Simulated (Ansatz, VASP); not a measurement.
Al3GaN4: VASP beside Ansatz

The input INCAR:

```
PREC     = Accurate       # precision mode
ENCUT    = 520            # plane-wave cutoff, eV
EDIFF    = 1E-6           # SCF threshold, eV
ISMEAR   = 0              # smearing method
SIGMA    = 0.02           # smearing width, eV
LREAL    = F              # projectors in reciprocal space
LASPH    = T              # aspherical terms in the spheres
NELM     = 60             # most SCF steps
ALGO     = Normal         # electronic algorithm
ISIF     = 2              # what is computed and relaxed
LWAVE    = F              # write WAVECAR
LCHARG   = F              # write CHGCAR
GGA      = PS             # functional
NBANDS   = 31             # bands
```

KPOINTS

```
Automatic mesh
0
Gamma
  6 8 4
```

Contents of POSCAR:

```
Al3GaN4
1.0
    4.9603959174      0.0000000000     -0.0001387210
    0.0000000000      3.0847461504      0.0000000000
   -0.0034535568      0.0000000000      5.3383900224
Al Ga N
3 1 4
Direct
    0.5005366394      0.5000000000      0.1674528096
    0.0012948290      0.5000000000      0.8349434567
    0.0013988389      0.0000000000      0.3315455485
    0.4993896524      0.0000000000      0.6660751901
    0.1106476941      0.0000000000      0.6662817684
    0.1223445806      0.5000000000      0.1672593244
    0.6249180880      0.5000000000      0.8402149717
    0.6230686776      0.0000000000      0.3262279303
```

Input for Ansatz:

```yaml
crystal:
  lattice:
    - [4.9603959174, 0.0, -0.000138721]
    - [0.0, 3.0847461504, 0.0]
    - [-0.0034535568, 0.0, 5.3383900224]
  atoms:
    - { symbol: Al, position: [0.5005366394, 0.5, 0.1674528096] }
    - { symbol: Al, position: [0.001294829, 0.5, 0.8349434567] }
    - { symbol: Al, position: [0.0013988389, 0.0, 0.3315455485] }
    - { symbol: Ga, position: [0.4993896524, 0.0, 0.6660751901] }
    - { symbol: "N", position: [0.1106476941, 0.0, 0.6662817684] }
    - { symbol: "N", position: [0.1223445806, 0.5, 0.1672593244] }
    - { symbol: "N", position: [0.624918088, 0.5, 0.8402149717] }
    - { symbol: "N", position: [0.6230686776, 0.0, 0.3262279303] }
basis:
  ecutwfc: 420
kpoints:
  mp_grid: { grid: [6, 8, 4] }
  band_path: { path: [VBM, CBM], npoints: 2 }
hamiltonian:
  xc: pbesol
scf:
  occupations: { method: gaussian, width: 0.02 }
output:
  forces: true
  stress: true
  eigenvalues: true
checkpoint:
  read: start.run
  write: ck
  compress: false
  write_wavefunctions: false
  write_every: 100000
```

Alike in both runs: task single point; functional PBEsol; k mesh 6 × 8 × 4; occupations gaussian, width 0.02 eV; no spin polarisation.

```csv
,VASP,Ansatz
version,VASP 6.6.1,Ansatz 0.2.0
potentials or method,"VASP PAW PBE potentials, release 64 (Al, Ga_d, N), cutoff 520 eV","scalar-relativistic, plane waves, PAW"
valence electrons in the cell,42,42
```

Ansatz gave:

```
gap on the k mesh at the Fermi level (eV) : 3.84
least direct gap on the mesh (eV)         : 3.84
pressure (GPa)                            : 10.0
rms of the force components (eV/Å)        : 0.002
```

Question: What did VASP give for the same quantities?

Answer: gap on the k mesh at the Fermi level (eV): 3.86; least direct gap on the mesh (eV): 3.86; pressure (GPa): 10.0; rms of the force components (eV/Å): 0.007.

VASP's potentials were made for PBE, not for PBEsol. Atom by atom the forces differ by 0.006 eV/Å (rms over components). With one functional, cell and mesh, what is left measures potentials, basis and numerics.
